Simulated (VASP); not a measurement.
A run of VASP 6.6.1 is set up as follows.

Contents of INCAR:

```
ALGO = Normal
EDIFF = 1E-6
ENCUT = 520
GGA = PE
ISIF = 2
ISMEAR = -1
LASPH = T
LCHARG = F
LREAL = F
LWAVE = F
NBANDS = 16
NELM = 60
PREC = Accurate
SIGMA = 0.05
```

Contents of KPOINTS:

```
k-points
0
Gamma
  12 12 12
```

Contents of POSCAR:

```
InAs
1.0
    3.4287568833      0.0000000000      0.0000000000
    0.0000000000      3.4287568833      0.0000000000
    0.0000000000      0.0000000000      3.4287568833
In As
1 1
Direct
    0.0000000000      0.0000000000      0.0000000000
    0.5000000000      0.5000000000      0.5000000000
```

Potentials or basis: VASP PAW PBE potentials, release 64 (In_d, As).

Run with:

```sh
$ cat potpaw_PBE.64/In_d/POTCAR potpaw_PBE.64/As/POTCAR > POTCAR
$ mpirun -np 1 vasp_std > vasp.out
```

What does it give for the band gap on the k mesh?

Zero (band 9 reaches 9.40 eV, above the bottom of band 10 at 6.34 eV).

Predict the pressure.

9.6 GPa.

Caveat: spin-orbit coupling is left out, which moves the levels of the heavy elements.
